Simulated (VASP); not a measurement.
Wanted: the native input for a VASP 6.6.1 run.

* Task: single point
* Functional: PBE
* Potentials or basis: VASP PAW PBE potentials, release 64 (Ge_d)
* Cutoff: 520 eV
* k mesh: 8 × 8 × 10
* Occupations: fermi-dirac, width 0.08 eV
* Spin: no spin polarisation
* Dipole correction: no
* Further INCAR settings: ALGO = Normal; EDIFF = 1e-07; NBANDS = 28

The structure of Ge lies in POSCAR:

```
Ge
1.0
    4.9309397488      0.0000000000      0.0000000000
   -2.4654698744      4.2703190870      0.0000000000
    0.0000000000      0.0000000000      2.7694347459
Ge
3
Direct
    0.0000000000      0.0000000000      0.0000000000
    0.3333333333      0.6666666667      0.5000000000
    0.6666666667      0.3333333333      0.5000000000
```

One way to write it, as run:

INCAR

```
SYSTEM = Ge
PREC = Accurate
ENCUT = 520
EDIFF = 1E-7
ISMEAR = -1
SIGMA = 0.08
LREAL = .FALSE.
LASPH = .TRUE.
NELM = 80
ALGO = Normal
ISIF = 2
LWAVE = .FALSE.
LCHARG = .FALSE.
GGA = PE
NBANDS = 28
```

KPOINTS

```
regular mesh
0
G
  8 8 10
  0 0 0
```

Potentials or basis: VASP PAW PBE potentials, release 64 (Ge_d).

Run with:

```sh
$ cat potpaw_PBE.64/Ge_d/POTCAR > POTCAR
$ mpirun -np 1 vasp_std > vasp.out
```

It gave:

```yaml
Pressure: 0.0 GPa
Band_gap_on_the_k_mesh: zero (band 21 reaches 7.92 eV, above the bottom of band 22 at 3.30 eV)
```

It took 40 s on 1 thread of Intel(R) Xeon(R) 6975P-C (Granite Rapids) (shared host), peak memory 0.22 GiB.
